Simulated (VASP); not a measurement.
# TaN in VASP: notebook

Runs on TaN. Level: PBE. Tasks: single point.

Program: VASP 6.6.1. These are calculated values, not measurements. Logs are shortened: lines on timing, memory, paths and dates and some standing lists are left out, and cuts for length are marked.

### 1 The cell of the first run

It takes space group Fmm2 (No. 42, orthorhombic). The conventional cell has a = 4.313 Å, b = 4.622 Å, c = 4.313 Å, α = 90.00°, β = 90.00°, γ = 90.00°. Within 2.7 Å of Ta (site symmetry mm2) lie 6 N at 2.06 to 2.31 Å. N (site symmetry mm2) has 6 Ta at 2.06 to 2.31 Å within 2.7 Å.

### 2 Single point, PBE (atoms displaced along a vibrational mode, the cell strained)

Input file INCAR:

```
SYSTEM = TaN
PREC = Accurate ; ENCUT = 520
EDIFF = 1E-7 ; ISMEAR = 0
SIGMA = 0.15 ; LREAL = .False.
LASPH = .True. ; NELM = 100
ALGO = Normal ; ISIF = 2
LWAVE = .False. ; LCHARG = .False.
GGA = PE ; NBANDS = 15
```

Input file KPOINTS:

```
Automatic mesh
0
Gamma
  18 18 18
  0 0 0
```

Input file POSCAR:

```
TaN
1.0
    0.0000000000      2.1565528357      2.3112310993
    2.1565528357      0.0000000000      2.3112310993
    2.1565528357      2.1565528357      0.0000000000
Ta N
1 1
Direct
    0.4984171920      0.5015828080      0.5015828080
    0.0204473300     -0.0204473300     -0.0204473300
```

Potentials or basis: VASP PAW PBE potentials, release 64 (Ta_pv, N).

Launch:

```bash
$ cat potpaw_PBE.64/Ta_pv/POTCAR potpaw_PBE.64/N/POTCAR > POTCAR
$ mpirun -np 1 vasp_std > vasp.out
```

OUTCAR:

```text
SYSTEM = TaN
   PREC = Accurate
   ENCUT = 520
   EDIFF = 1E-7
   ISMEAR = 0
   LREAL = .False.
   LASPH = .True.
   NELM = 100
   ISIF = 2
   GGA = PE

 ion  position               nearest neighbor table
   1  0.498  0.502  0.502-   2 2.06   2 2.16   2 2.16   2 2.25   2 2.31   2 2.31
   2  0.020  0.980  0.980-   1 2.06   1 2.16   1 2.16   1 2.25   1 2.31   1 2.31

  LATTYP: Found a body centered tetragonal cell.
 ALAT       =     3.0498262682
 C/A-ratio  =     1.5156477098

  Lattice vectors:

 A1 = (  -2.1565528357,   0.0000000000,   2.3112310993)
 A2 = (   2.1565528357,   0.0000000000,   2.3112310993)
 A3 = (   0.0000000000,   2.1565528357,  -2.3112310993)

Analysis of symmetry for initial positions (statically):
=====================================================================
 Subroutine PRICEL returns:
 Original cell was already a primitive cell.

 Routine SETGRP: Setting up the symmetry group for a
 body centered tetragonal supercell.

 Subroutine GETGRP returns: Found  4 space group operations
 (whereof  4 operations were pure point group operations)
 out of a pool of 16 trial point group operations.

The static configuration has the point symmetry C_2v.

Analysis of symmetry for dynamics (positions and initial velocities):
=====================================================================
 Subroutine PRICEL returns:
 Original cell was already a primitive cell.

 Routine SETGRP: Setting up the symmetry group for a
 body centered tetragonal supercell.

 Subroutine GETGRP returns: Found  4 space group operations
 (whereof  4 operations were pure point group operations)
 out of a pool of 16 trial point group operations.

The dynamic configuration has the point symmetry C_2v.

 Subroutine INISYM returns: Found  4 space group operations
 (whereof  4 operations are pure point group operations),
 and found     1 'primitive' translations

----------------------------------------------------------------------------------------

                                     Primitive cell

  volume of cell :      21.4978

  direct lattice vectors                    reciprocal lattice vectors
     0.000000000  2.156552836  2.311231099    -0.231851495  0.231851495  0.216334922
     2.156552836  0.000000000  2.311231099     0.231851495 -0.231851495  0.216334922
     2.156552836  2.156552836  0.000000000     0.231851495  0.231851495 -0.216334922

  length of vectors
     3.161093059  3.161093059  3.049826268     0.392824427  0.392824427  0.392824427

  position of ions in fractional coordinates (direct lattice)
     0.498417192  0.501582808  0.501582808
     0.020447330  0.979552670  0.979552670

  ion indices of the primitive-cell ions
   primitive index   ion index
                 1           1
                 2           2

----------------------------------------------------------------------------------------

 KPOINTS: Automatic mesh

Automatic generation of k-mesh.
 Grid dimensions read from file:
 generate k-points for:   18   18   18

 Generating k-lattice:

  Cartesian coordinates                     Fractional coordinates (reciprocal lattice)
    -0.012880639  0.012880639  0.012018607     0.055555556  0.000000000  0.000000000
     0.012880639 -0.012880639  0.012018607     0.000000000  0.055555556  0.000000000
     0.012880639  0.012880639 -0.012018607    -0.000000000 -0.000000000  0.055555556

  Length of vectors
     0.021823579  0.021823579  0.021823579

  Shift w.r.t. Gamma in fractional coordinates (k-lattice)
     0.000000000  0.000000000  0.000000000

 Subroutine IBZKPT returns following result:
 ===========================================

 Found    865 irreducible k-points:

 Following reciprocal coordinates:
            Coordinates               Weight
  0.000000  0.000000  0.000000      1.000000
  0.055556  0.000000  0.000000      8.000000
  0.111111  0.000000  0.000000      8.000000
  0.166667 -0.000000  0.000000      8.000000
  0.222222 -0.000000  0.000000      8.000000
  0.277778 -0.000000  0.000000      8.000000
[... 16 lines left out ...]
 -0.277778  0.055556  0.000000      8.000000
 -0.222222  0.055556  0.000000      8.000000
 [... further k-points ...]
   k-points           NKPTS =    865   k-points in BZ     NKDIM =    865   number of bands    NBANDS=     15
   number of dos      NEDOS =    301   number of ions     NIONS =      2
   total plane-waves  NPLWV =  13824
   dimension x,y,z NGX =    24 NGY =   24 NGZ =   24
   dimension x,y,z NGXF=    48 NGYF=   48 NGZF=   48
   ions per type =               1   1
   NGX,Y,Z   is equivalent  to a cutoff of  12.62, 12.62, 13.08 a.u.
   NGXF,Y,Z  is equivalent  to a cutoff of  25.24, 25.24, 26.16 a.u.
 SYSTEM =  TaN
   PREC   = accura    normal or accurate (medium, high low for compatibility)
   ISTART =      0    job   : 0-new  1-cont  2-samecut
   ICHARG =      2    charge: 1-file 2-atom 10-const
   ISPIN  =      1    spin polarized calculation?
   LNONCOLLINEAR =      F non collinear calculations
   LSORBIT =      F    spin-orbit coupling
   LASPH  =      T    aspherical Exc in radial PAW
   ENCUT  =  520.0 eV  38.22 Ry    6.18 a.u.   5.88  5.88  5.67*2*pi/ulx,y,z
   NELM   =    100;   NELMIN=  2; NELMDL= -5     # of ELM steps
   EDIFF  = 0.1E-06   stopping-criterion for ELM
   LREAL  =      F    real-space projection
   EDIFFG = 0.1E-05   stopping-criterion for IOM
   NSW    =      0    number of steps for IOM
   IBRION =     -1    ionic relax: 0-MD 1-quasi-New 2-CG
   NFREE  =      0    steps in history (QN), initial steepest desc. (CG)
   ISIF   =      2    stress and relaxation
   ISYM   =      2    0-nonsym 1-usesym 2-fastsym
   POTIM  = 0.5000    time-step for ionic-motion
   TEBEG  =    0.0;   TEEND  =   0.0 temperature during run
   PSTRESS=    0.0 pullay stress
   NELECT =      16.0000    total number of electrons
   NUPDOWN=      -1.0000    fix difference up-down
   EMIN   =  10.00;   EMAX   =-10.00  energy-range for DOS
   EFERMI =   0.00;   METHOD = LEGACY
   ISMEAR =     0;   SIGMA  =   0.15  broadening in eV -4-tet -1-fermi 0-gaus
   EFERMI_NEDOS =   21; number of points for ismear=-14 and -15
   IALGO  =     38    algorithm
   IMIX   =      4    mixing-type and parameters
     AMIX     =   0.40;   BMIX     =  1.00
     AMIX_MAG =   1.60;   BMIX_MAG =  1.00
  volume/ion in A,a.u.               =      10.75        72.54
  Fermi-wavevector in a.u.,A,eV,Ry     =   1.483600  2.803598 29.947381  2.201070
  Thomas-Fermi vector in A             =   2.597242
   LORBIT       =      0    0 simple, 1 ext, 2 COOP (PROOUT), +10 PAW based schemes
   GGA     = PE    functional components
   LHFCALC =     F    Hartree Fock is set to
   AEXX    =    0.0000 exact exchange contribution
   IVDW    =     0    specifies the selected vdW correction
   LEPSILON=     F    determine dielectric tensor
   LRPA    =     F    only Hartree local field effects (RPA)
 non-spin polarized calculation
 Gauss-broadening in eV      SIGMA  =   0.15
  energy-cutoff  :      520.00
  volume of cell :       21.50
 maximum number of plane-waves:       600
   NGX = 11   NGY = 11   NGZ = 11

 number of electron      16.0000003 magnetization

 Free energy of the ion-electron system (eV)
  ---------------------------------------------------
  ext. energy  EPLUGINS =         0.00000000
  ---------------------------------------------------
  free energy    TOTEN  =       -21.67856122 eV

  energy without entropy =      -21.66857389  energy(sigma->0) =      -21.67356755

 E-fermi :   9.3664     XC(G=0): -13.3640

 val. band max:        9.3656189430   @ k =   0.2778  -0.0000   0.0000
 cond. band min:       9.3778164956   @ k =   0.2778   0.0000   0.0556
 fundamental gap:      0.0121975527
 Fermi energy:         9.3664489152

 k-point     1 :       0.0000    0.0000    0.0000
  band No.  band energies     occupation
      1     -26.3693      2.00000
      2     -26.3365      2.00000
      3     -26.3222      2.00000
      4      -9.3784      2.00000
      5       5.2870      2.00000
      6       5.3106      2.00000
      7       5.4950      2.00000
      8       7.2323      2.00000
      9       7.6753      2.00000
     10       7.8538      2.00000
     11       8.4612      2.00000
     12      10.1819      0.00000
     13      11.5579      0.00000
     14      18.8506      0.00000
     15      21.8161      0.00000

 k-point     2 :       0.0556    0.0000    0.0000
  band No.  band energies     occupation
      1     -26.3820      2.00000
      2     -26.3503      2.00000
      3     -26.3277      2.00000
      4      -9.3039      2.00000
      5       4.8564      2.00000
      6       5.0681      2.00000
      7       5.4209      2.00000
      8       7.2720      2.00000
      9       7.7442      2.00000
     10       7.9080      2.00000
     11       8.8242      2.00000
     12      10.5002      0.00000
     13      11.7906      0.00000
     14      19.0818      0.00000
     15      21.8161      0.00000

 k-point     3 :       0.1111    0.0000    0.0000
  band No.  band energies     occupation
      1     -26.4482      2.00000
      2     -26.3708      2.00000
      3     -26.3324      2.00000
      4      -9.0871      2.00000
      5       4.0632      2.00000
      6       4.5371      2.00000
      7       4.9162      2.00000
      8       7.5050      2.00000
      9       7.9407      2.00000
     10       8.0942      2.00000
     11       9.6150      0.01911
     12      11.2961      0.00000
     13      12.4040      0.00000
     14      19.7316      0.00000
     15      21.8158      0.00000
[... 343 lines left out ...]
 k-point    23 :      -0.2778    0.0556    0.0000
  band No.  band energies     occupation
      1     -26.9098      2.00000
      2     -26.4598      2.00000
      3     -26.3413      2.00000
      4      -7.5463      2.00000
      5       0.8989      2.00000
      6       2.5948      2.00000
      7       2.7421      2.00000
      8       8.9865      1.99966
      9       9.4433      0.46859
     10      10.2182      0.00000
     11      12.0123      0.00000
     12      15.3152      0.00000
     13      15.7610      0.00000
     14      21.5928      0.00000
     15      21.8495      0.00000

 k-point    24 :      -0.2222    0.0556    0.0000
  band No.  band energies     occupation
      1     -26.7727      2.00000
      2     -26.4389      2.00000
      3     -26.3343      2.00000
      4      -8.0403      2.00000
      5       1.7579      2.00000
      6       3.0763      2.00000
      7       3.2377      2.00000
      8       8.5384      2.00000
      9       8.9011      1.99999
     10       9.4378      0.50093
     11      11.0412      0.00000
     12      14.5805      0.00000
     13      14.8201      0.00000
     14      21.7383      0.00000
     15      21.8430      0.00000

 [... further k-points ...]

------------------------ aborting loop because EDIFF is reached ----------------------------------------

  FORCE on cell =-STRESS in cart. coord.  units (eV):
  Direction    XX          YY          ZZ          XY          YZ          ZX
  --------------------------------------------------------------------------------------
  -------------------------------------------------------------------------------------
  Total        2.7459646      2.0670641     -1.8611839      0.0000000      0.0000000      0.0000000
  in kB      204.6500946    154.0532802   -138.7095248      0.0000000      0.0000000      0.0000000
  external PRESSURE =      73.3312833 kB  Pullay stress =       0.0000000 kB

 VOLUME and BASIS-vectors are now :
 -----------------------------------------------------------------------------
  energy-cutoff  :      520.00
  volume of cell :       21.50
      direct lattice vectors                 reciprocal lattice vectors
     0.000000000  2.156552836  2.311231099    -0.231851495  0.231851495  0.216334922
     2.156552836  0.000000000  2.311231099     0.231851495 -0.231851495  0.216334922
     2.156552836  2.156552836  0.000000000     0.231851495  0.231851495 -0.216334922

 POSITION                                       TOTAL-FORCE (eV/Angst)
 -----------------------------------------------------------------------------------
      2.16338      2.15655      2.31123        -1.089484      0.000000      0.000000
      4.22491      2.15655      2.31123         1.089484      0.000000      0.000000
 -----------------------------------------------------------------------------------
    total drift:                               -0.000120      0.000000      0.000000

  FREE ENERGIE OF THE ION-ELECTRON SYSTEM (eV)
  ---------------------------------------------------
  free  energy   TOTEN  =       -21.6785612161 eV

  energy  without entropy=      -21.6685738854  energy(sigma->0) =      -21.67356755
```

Run time: 1.9 min. Hardware: 1 thread of AMD EPYC 9R45 (Zen 5), shared host; peak memory 0.35 GiB.

What came out:

| Quantity | Value |
| --- | --- |
| Free energy | -21.6786 eV |
| Pressure | 7.3 GPa |
| Largest force | 1.089 eV/Å |
| Band gap on the k mesh | zero (bands 8 and 9 overlap by 3.53 eV) |

Forces in eV/Å, atoms in the order of the input:
```
Ta  -1.089  0.000  0.000
N    1.089  0.000  0.000
```

Stress tensor (GPa, compression positive):
```
 20.47   0.00   0.00
  0.00  15.41   0.00
  0.00   0.00 -13.87
```

Caveat: the cell differs from its parent crystal (atoms displaced along a vibrational mode, the cell strained); the stress differs along the axes, from -14 to 20 GPa; spin-orbit coupling is left out, which moves the levels of the heavy elements; forces of over 1 eV/Å act on the atoms, so gaps and moduli don't describe the material at rest.

### 3 Single point, PBE

Input file INCAR:

```
SYSTEM = TaN
PREC = Accurate
ENCUT = 520
EDIFF = 1E-7
ISMEAR = 0
SIGMA = 0.15
LREAL = .FALSE.
LASPH = .TRUE.
NELM = 60
ALGO = Normal
ISIF = 2
LWAVE = .FALSE.
LCHARG = .FALSE.
GGA = PE
NBANDS = 15
```

Input file KPOINTS:

```
regular mesh
0
G
  18 18 18
  0 0 0
```

Input file POSCAR:

```
TaN
1.0
    0.0000000000      2.1823877491      2.2595612725
    2.1823877491      0.0000000000      2.2595612725
    2.1823877491      2.1823877491      0.0000000000
Ta N
1 1
Direct
    0.5000000000      0.5000000000      0.5000000000
    0.0000000000      0.0000000000      0.0000000000
```

Potentials or basis: VASP PAW PBE potentials, release 64 (Ta_pv, N).

Launch:

```bash
$ cat potpaw_PBE.64/Ta_pv/POTCAR potpaw_PBE.64/N/POTCAR > POTCAR
$ mpirun -np 1 vasp_std > vasp.out
```

OUTCAR:

```text
SYSTEM = TaN
   PREC = Accurate
   ENCUT = 520
   EDIFF = 1E-7
   ISMEAR = 0
   LREAL = .FALSE.
   LASPH = .TRUE.
   NELM = 60
   ISIF = 2
   GGA = PE

 ion  position               nearest neighbor table
   1  0.500  0.500  0.500-   2 2.18   2 2.18   2 2.18   2 2.18   2 2.26   2 2.26
   2  0.000  0.000  0.000-   1 2.18   1 2.18   1 2.18   1 2.18   1 2.26   1 2.26

  LATTYP: Found a body centered tetragonal cell.
 ALAT       =     3.0863623531
 C/A-ratio  =     1.4642229356

  Lattice vectors:

 A1 = (  -2.1823877491,   0.0000000000,   2.2595612725)
[... 619 lines left out ...]

  FORCE on cell =-STRESS in cart. coord.  units (eV):
  Direction    XX          YY          ZZ          XY          YZ          ZX
  --------------------------------------------------------------------------------------
  -------------------------------------------------------------------------------------
  Total        1.0781369      1.0781369     -1.2999639      0.0000000      0.0000000      0.0000000
  in kB       80.2539733     80.2539733    -96.7662537      0.0000000      0.0000000      0.0000000
  external PRESSURE =      21.2472310 kB  Pullay stress =       0.0000000 kB

 VOLUME and BASIS-vectors are now :
 -----------------------------------------------------------------------------
  energy-cutoff  :      520.00
  volume of cell :       21.52
      direct lattice vectors                 reciprocal lattice vectors
     0.000000000  2.182387749  2.259561273    -0.229106858  0.229106858  0.221281895
     2.182387749  0.000000000  2.259561273     0.229106858 -0.229106858  0.221281895
     2.182387749  2.182387749  0.000000000     0.229106858  0.229106858 -0.221281895

 POSITION                                       TOTAL-FORCE (eV/Angst)
 -----------------------------------------------------------------------------------
      2.18239      2.18239      2.25956        -0.000000      0.000000     -0.000000
      0.00000      0.00000      0.00000         0.000000     -0.000000      0.000000
 -----------------------------------------------------------------------------------
    total drift:                                0.000000     -0.000000     -0.000000

  FREE ENERGIE OF THE ION-ELECTRON SYSTEM (eV)
  ---------------------------------------------------
  free  energy   TOTEN  =       -21.8030044390 eV

  energy  without entropy=      -21.7931865996  energy(sigma->0) =      -21.79809552
```

stdout:

```text
POSCAR found type information on POSCAR TaN
 POSCAR found :  2 types and       2 ions
 scaLAPACK will be used
 LDA part: xc-table for (Slater+PW92), standard interpolation
 POSCAR, INCAR and KPOINTS ok, starting setup
 FFT: planning ... GRIDC
 FFT: planning ... GRID_SOFT
 FFT: planning ... GRID
 WAVECAR not read
 entering main loop
```

Run time: 2.3 min. Hardware: 1 thread of Intel Xeon 8259CL, shared host; peak memory 0.27 GiB.

What came out:

| Item | Value |
| --- | --- |
| Free energy | -21.8030 eV |
| Pressure | 2.1 GPa |
| Band gap on the k mesh | zero (bands 8 and 9 overlap by 3.68 eV) |

Stress tensor (GPa, compression positive):
```
 8.03  0.00  0.00
 0.00  8.03  0.00
 0.00  0.00 -9.68
```

Levels at points of the mesh, in eV from the Fermi level:
| k point | band 6 | band 7 | band 8 | band 9 | band 10 | band 11 |
| --- | --- | --- | --- | --- | --- | --- |
| (0.00, 0.00, 0.00) | -3.76 | -3.76 | -2.35 | -1.93 | -1.93 | -0.40 |
| (0.50, 0.00, 0.00) | -7.52 | -7.50 | 1.75 | 1.90 | 2.07 | 3.76 |
| (0.50, 0.50, 0.00) | -5.35 | -4.51 | -4.51 | 2.06 | 3.46 | 3.46 |
| (0.50, 0.00, 0.50) | -5.40 | -4.73 | -4.62 | 2.00 | 3.23 | 3.71 |

Caveat: the stress differs along the axes, from -10 to 8 GPa; spin-orbit coupling is left out, which moves the levels of the heavy elements.

(Continued in part 2 of 3.)
